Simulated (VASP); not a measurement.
# Pb4O (Pm-3m) in VASP: further runs

Runs on Pb4O. Level: PBE. Tasks: relaxation of cell and atoms, single point.

All numbers are computed with VASP 6.6.1; they aren't measurements. Logs are shortened: lines on timing, memory, paths and dates and some standing lists are left out, and cuts for length are marked.

### 1 The cell of the first run

Symmetry: Pm-3m, No. 221, cubic system. Conventional cell: a = 5.949 Å, b = 5.949 Å, c = 5.949 Å, α = 90.00°, β = 90.00°, γ = 90.00°. Within 3.9 Å of Pb (site symmetry 4/mmm) lie 2 Pb at 2.97 Å. Within 3.9 Å of Pb (site symmetry m-3m) lie 6 Pb at 2.97 Å. Within 5.5 Å of O (site symmetry m-3m) lie 20 Pb at 4.21 to 5.15 Å.

### 2 Relaxation of cell and atoms, PBE

Input file INCAR:

```
  ALGO = Normal
  EDIFF = 1E-7
  EDIFFG = -0.01
  ENCUT = 600
  GGA = PE
  IBRION = 2
  ISIF = 3
  ISMEAR = 0
  LASPH = True
  LCHARG = False
  LREAL = False
  LWAVE = False
  NELM = 100
  NSW = 100
  PREC = Accurate
  SIGMA = 0.1
```

Input file KPOINTS:

```
k-points
0
Gamma
  6 6 6
```

Input file POSCAR:

```
Pb4O
1.0
    5.9488541237      0.0000000000      0.0000000000
    0.0000000000      5.9488541237      0.0000000000
    0.0000000000      0.0000000000      5.9488541237
Pb O
4 1
Direct
    0.0000000000      0.5000000000      0.5000000000
    0.5000000000      0.0000000000      0.5000000000
    0.5000000000      0.5000000000      0.0000000000
    0.5000000000      0.5000000000      0.5000000000
    0.0000000000      0.0000000000      0.0000000000
```

Potentials or basis: VASP PAW PBE potentials, release 64 (Pb_d, O).

Run with:

```console
$ cat potpaw_PBE.64/Pb_d/POTCAR potpaw_PBE.64/O/POTCAR > POTCAR
$ mpirun -np 1 vasp_std > vasp.out
```

OUTCAR:

```text
EDIFF = 1E-7
   EDIFFG = -0.01
   ENCUT = 600
   GGA = PE
   IBRION = 2
   ISIF = 3
   ISMEAR = 0
   LASPH = True
   LREAL = False
   NELM = 100
   NSW = 100
   PREC = Accurate

 ion  position               nearest neighbor table
   1  0.000  0.500  0.500-   4 2.97   4 2.97
   2  0.500  0.000  0.500-   4 2.97   4 2.97
   3  0.500  0.500  0.000-   4 2.97   4 2.97
   4  0.500  0.500  0.500-   1 2.97   2 2.97   3 2.97   3 2.97   2 2.97   1 2.97
   5  0.000  0.000  0.000-

  LATTYP: Found a simple cubic cell.
 ALAT       =     5.9488541237

  Lattice vectors:

 A1 = (   5.9488541237,   0.0000000000,   0.0000000000)
 A2 = (   0.0000000000,   5.9488541237,   0.0000000000)
 A3 = (   0.0000000000,   0.0000000000,   5.9488541237)

Analysis of symmetry for initial positions (statically):
=====================================================================
 Subroutine PRICEL returns:
 Original cell was already a primitive cell.

 Routine SETGRP: Setting up the symmetry group for a
 simple cubic supercell.

 Subroutine GETGRP returns: Found 48 space group operations
 (whereof 48 operations were pure point group operations)
 out of a pool of 48 trial point group operations.

The static configuration has the point symmetry O_h .

Analysis of symmetry for dynamics (positions and initial velocities):
=====================================================================
 Subroutine PRICEL returns:
 Original cell was already a primitive cell.

 Routine SETGRP: Setting up the symmetry group for a
 simple cubic supercell.

 Subroutine GETGRP returns: Found 48 space group operations
 (whereof 48 operations were pure point group operations)
 out of a pool of 48 trial point group operations.

The dynamic configuration has the point symmetry O_h .

 Subroutine INISYM returns: Found 48 space group operations
 (whereof 48 operations are pure point group operations),
 and found     1 'primitive' translations

----------------------------------------------------------------------------------------

                                     Primitive cell

  volume of cell :     210.5232

  direct lattice vectors                    reciprocal lattice vectors
     5.948854124  0.000000000  0.000000000     0.168099600  0.000000000  0.000000000
     0.000000000  5.948854124  0.000000000     0.000000000  0.168099600  0.000000000
     0.000000000  0.000000000  5.948854124     0.000000000  0.000000000  0.168099600

  length of vectors
     5.948854124  5.948854124  5.948854124     0.168099600  0.168099600  0.168099600

  position of ions in fractional coordinates (direct lattice)
[... 73 lines left out ...]
   ICHARG =      2    charge: 1-file 2-atom 10-const
   ISPIN  =      1    spin polarized calculation?
   LNONCOLLINEAR =      F non collinear calculations
   LSORBIT =      F    spin-orbit coupling
   LASPH  =      T    aspherical Exc in radial PAW
   ENCUT  =  600.0 eV  44.10 Ry    6.64 a.u.  11.88 11.88 11.88*2*pi/ulx,y,z
   NELM   =    100;   NELMIN=  2; NELMDL= -5     # of ELM steps
   EDIFF  = 0.1E-06   stopping-criterion for ELM
   LREAL  =      F    real-space projection
   EDIFFG = -.1E-01   stopping-criterion for IOM
   NSW    =    100    number of steps for IOM
   IBRION =      2    ionic relax: 0-MD 1-quasi-New 2-CG
   NFREE  =      1    steps in history (QN), initial steepest desc. (CG)
   ISIF   =      3    stress and relaxation
   ISYM   =      2    0-nonsym 1-usesym 2-fastsym
   POTIM  = 0.5000    time-step for ionic-motion
   TEBEG  =    0.0;   TEEND  =   0.0 temperature during run
   PSTRESS=    0.0 pullay stress
   NELECT =      62.0000    total number of electrons
   NUPDOWN=      -1.0000    fix difference up-down
   EMIN   =  10.00;   EMAX   =-10.00  energy-range for DOS
   EFERMI =   0.00;   METHOD = LEGACY
   ISMEAR =     0;   SIGMA  =   0.10  broadening in eV -4-tet -1-fermi 0-gaus
   EFERMI_NEDOS =   21; number of points for ismear=-14 and -15
   IALGO  =     38    algorithm
   IMIX   =      4    mixing-type and parameters
     AMIX     =   0.40;   BMIX     =  1.00
     AMIX_MAG =   1.60;   BMIX_MAG =  1.00
  volume/ion in A,a.u.               =      42.10       284.14
  Fermi-wavevector in a.u.,A,eV,Ry     =   1.089194  2.058279 16.141197  1.186344
  Thomas-Fermi vector in A             =   2.225392
   LORBIT       =      0    0 simple, 1 ext, 2 COOP (PROOUT), +10 PAW based schemes
   GGA     = PE    functional components
   LHFCALC =     F    Hartree Fock is set to
   AEXX    =    0.0000 exact exchange contribution
   IVDW    =     0    specifies the selected vdW correction
   LEPSILON=     F    determine dielectric tensor
   LRPA    =     F    only Hartree local field effects (RPA)
 conjugate gradient relaxation of ions
 non-spin polarized calculation
 Gauss-broadening in eV      SIGMA  =   0.10
  energy-cutoff  :      600.00
  volume of cell :      210.52
 maximum number of plane-waves:      7088
 NGX is ok and might be reduce to    48
   NGX = 23   NGY = 23   NGZ = 23

--------------------------------------- Ionic step        1  -------------------------------------------

 number of electron      61.9999988 magnetization

 Free energy of the ion-electron system (eV)
  ---------------------------------------------------
  ext. energy  EPLUGINS =         0.00000000
  ---------------------------------------------------
  free energy    TOTEN  =       -14.17400757 eV

  energy without entropy =      -14.15985480  energy(sigma->0) =      -14.16693119

------------------------ aborting loop because EDIFF is reached ----------------------------------------

  FORCE on cell =-STRESS in cart. coord.  units (eV):
  Direction    XX          YY          ZZ          XY          YZ          ZX
  --------------------------------------------------------------------------------------
  -------------------------------------------------------------------------------------
  Total        0.4874373      0.4874373      0.4874373     -0.0000000     -0.0000000      0.0000000
  in kB        3.7096193      3.7096193      3.7096193     -0.0000000     -0.0000000      0.0000000
  external PRESSURE =       3.7096193 kB  Pullay stress =       0.0000000 kB
[... 65 lines left out ...]
--------------------------------------- Ionic step        3  -------------------------------------------

 number of electron      62.0000007 magnetization

 Free energy of the ion-electron system (eV)
  ---------------------------------------------------
  ext. energy  EPLUGINS =         0.00000000
  ---------------------------------------------------
  free energy    TOTEN  =       -14.17799682 eV

  energy without entropy =      -14.16412918  energy(sigma->0) =      -14.17106300

 E-fermi :   2.3154     XC(G=0):  -7.7062

 val. band max:        2.3030062331   @ k =   0.5000   0.5000   0.3333
 cond. band min:       2.3388247828   @ k =   0.3333   0.3333   0.1667
 fundamental gap:      0.0358185497
 Fermi energy:         2.3153826776

 k-point     1 :       0.0000    0.0000    0.0000
  band No.  band energies     occupation
      1     -15.5058      2.00000
      2     -15.5058      2.00000
      3     -15.2295      2.00000
      4     -15.2253      2.00000
      5     -15.2253      2.00000
      6     -15.2253      2.00000
[... 821 lines left out ...]
  FREE ENERGIE OF THE ION-ELECTRON SYSTEM (eV)
  ---------------------------------------------------
  free  energy   TOTEN  =       -14.1779968250 eV

  energy  without entropy=      -14.1641291781  energy(sigma->0) =      -14.17106300

 reached required accuracy - stopping structural energy minimisation
```

OSZICAR:

```text
N       E                     dE             d eps       ncg     rms          rms(c)
DAV:   1     0.748464053909E+03    0.74846E+03   -0.31302E+04  1480   0.193E+03
DAV:   2     0.734651529687E+02   -0.67500E+03   -0.66417E+03  1485   0.501E+02
DAV:   3    -0.131204260041E+02   -0.86586E+02   -0.81713E+02  1960   0.204E+02
DAV:   4    -0.197189507655E+02   -0.65985E+01   -0.65433E+01  1770   0.572E+01
[... 39 lines left out ...]
DAV:   7    -0.141779966428E+02    0.29720E-05   -0.22115E-06  1877   0.113E-02    0.163E-03
DAV:   8    -0.141779963453E+02    0.29748E-06   -0.23778E-07  1136   0.325E-03    0.494E-04
DAV:   9    -0.141779966662E+02   -0.32083E-06   -0.56473E-08   800   0.464E-03    0.229E-04
DAV:  10    -0.141779968161E+02   -0.14993E-06   -0.21870E-08   775   0.119E-03    0.136E-04
DAV:  11    -0.141779968250E+02   -0.88812E-08   -0.51141E-09   800   0.112E-03
   3 F= -.14177997E+02 E0= -.14171063E+02  d E =-.398925E-02
```

Wall time 4.8 min (1 thread of Intel Xeon Platinum 8488C (Sapphire Rapids), shared host); peak memory 0.43 GiB.

What came out:

```
Free energy                            : -14.1780 eV
Relaxed volume                         : 42.81 Å³/atom
Relaxed cell                           : a = 5.982 Å, b = 5.982 Å, c = 5.982 Å, α = 90.00°, β = 90.00°, γ = 90.00°
Space group after relaxing (to 0.05 Å) : Pm-3m (No. 221)
Energy gained by relaxing              : 0.8 meV/atom
Ionic steps                            : 3
Pressure after relaxing                : 0.0 GPa
Band gap on the k mesh                 : zero (band 31 reaches 2.77 eV, above the bottom of band 32 at 2.20 eV)
```

Step by step:
| step | energy change (eV) | largest force (eV/Å) | pressure (GPa) | volume (Å³) |
| --- | --- | --- | --- | --- |
| 1 | 0.0000 | 0.0000 | 0.37 | 210.52 |
| 2 | -0.0039 | 0.0000 | 0.05 | 213.51 |
| 3 | -0.0040 | 0.0000 | 0.00 | 214.04 |

Final structure:
```yaml
crystal:
  lattice:
    - [5.98184, 0.00000, 0.00000]
    - [0.00000, 5.98184, 0.00000]
    - [0.00000, 0.00000, 5.98184]
  atoms:
    - { symbol: Pb, position: [0.00000, 0.50000, 0.50000] }
    - { symbol: Pb, position: [0.50000, 0.00000, 0.50000] }
    - { symbol: Pb, position: [0.50000, 0.50000, 0.00000] }
    - { symbol: Pb, position: [0.50000, 0.50000, 0.50000] }
    - { symbol: O, position: [0.00000, 0.00000, 0.00000] }
```

Levels at points of the mesh, in eV from the Fermi level:
```tsv
k point	band 27	band 28	band 29	band 30	band 31	band 32	band 33	band 34	band 35	band 36
(0.00, 0.00, 0.00)	-3.31	-3.31	-0.46	-0.46	-0.46	1.23	1.23	1.23	1.70	1.70
(0.50, 0.00, 0.00)	-3.05	-0.58	-0.58	-0.41	-0.34	0.69	0.69	0.71	1.41	1.41
(0.50, 0.50, 0.00)	-1.18	-0.69	-0.69	-0.42	0.46	0.46	0.48	0.48	1.90	2.59
(0.50, 0.50, 0.50)	-1.49	-1.49	0.10	0.10	0.10	1.93	1.93	2.14	2.14	2.14
```

Caveat: spin-orbit coupling is left out, which moves the levels of the heavy elements.

### 3 Single point, PBE

Input file INCAR:

```
PREC = Accurate
ENCUT = 520
EDIFF = 1E-6
ISMEAR = 0
SIGMA = 0.1
LREAL = F
LASPH = T
NELM = 100
ALGO = Normal
ISIF = 2
LWAVE = F
LCHARG = T
GGA = PE
LELF = T
LVHAR = T
NBANDS = 39
```

Input file KPOINTS:

```
regular mesh
0
Gamma
  4 4 4
```

POSCAR is that of step 2.

Potentials or basis: VASP PAW PBE potentials, release 64 (Pb_d, O).

Run with:

```console
$ cat potpaw_PBE.64/Pb_d/POTCAR potpaw_PBE.64/O/POTCAR > POTCAR
$ mpirun -np 1 vasp_std > vasp.out
```

Wall time 70 s (1 thread of Intel Xeon Platinum 8488C (Sapphire Rapids), shared host); peak memory 0.34 GiB.

It converged, with:

- Free energy: -14.3960 eV
- Pressure: 0.0 GPa
- Band gap on the k mesh: zero (band 31 reaches 2.89 eV, above the bottom of band 32 at 2.47 eV)

Levels at points of the mesh, in eV from the Fermi level:
| k point | band 27 | band 28 | band 29 | band 30 | band 31 | band 32 | band 33 | band 34 | band 35 | band 36 |
| --- | --- | --- | --- | --- | --- | --- | --- | --- | --- | --- |
| (0.00, 0.00, 0.00) | -3.44 | -3.44 | -0.54 | -0.54 | -0.54 | 1.19 | 1.19 | 1.19 | 1.66 | 1.66 |
| (0.50, 0.00, 0.00) | -3.18 | -0.66 | -0.66 | -0.49 | -0.40 | 0.63 | 0.63 | 0.65 | 1.37 | 1.37 |
| (0.50, 0.50, 0.00) | -1.28 | -0.77 | -0.77 | -0.49 | 0.41 | 0.41 | 0.42 | 0.42 | 1.86 | 2.59 |
| (0.50, 0.50, 0.50) | -1.59 | -1.59 | 0.04 | 0.04 | 0.04 | 1.90 | 1.90 | 2.11 | 2.11 | 2.11 |

Caveat: spin-orbit coupling is left out, which moves the levels of the heavy elements.
